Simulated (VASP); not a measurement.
Crystal: CdSe (Cadmoselite).

```
Cd Se
1.0
     4.38434    0.00000    0.00000
    -2.19217    3.79695    0.00000
     0.00000    0.00000    7.15768
Cd Se
2 2
Cartesian
  2.1922 1.2656 3.5788
  0.0000 2.5313 0.0000
  2.1922 1.2656 6.3345
  0.0000 2.5313 2.7557
```

Base run:

- Program: VASP 6.6.1
- Functional: RPBE
- Dispersion: D4
- Potentials or basis: VASP PAW PBE potentials, release 64 (Cd, Se)
- Cutoff: 520 eV
- k mesh: 7 × 7 × 4
- Occupations: fermi-dirac, width 0.05 eV
- Spin: no spin polarisation

Its results: band gap on the k mesh 0.74 eV, direct; pressure -1.4 GPa; largest force 0.236 eV/Å.

Question: The run is repeated on the same cell with these changes: functional from RPBE to revPBE; dispersion from D4 to D3(BJ). What comes out?

Answer: Band gap on the k mesh 0.70 eV, direct; pressure -2.0 GPa; largest force 0.239 eV/Å.

Several settings changed at once, so the effect can't be laid on one alone.

Caveats: the PAW data sets were made with another functional, which shifts forces and pressure a little.

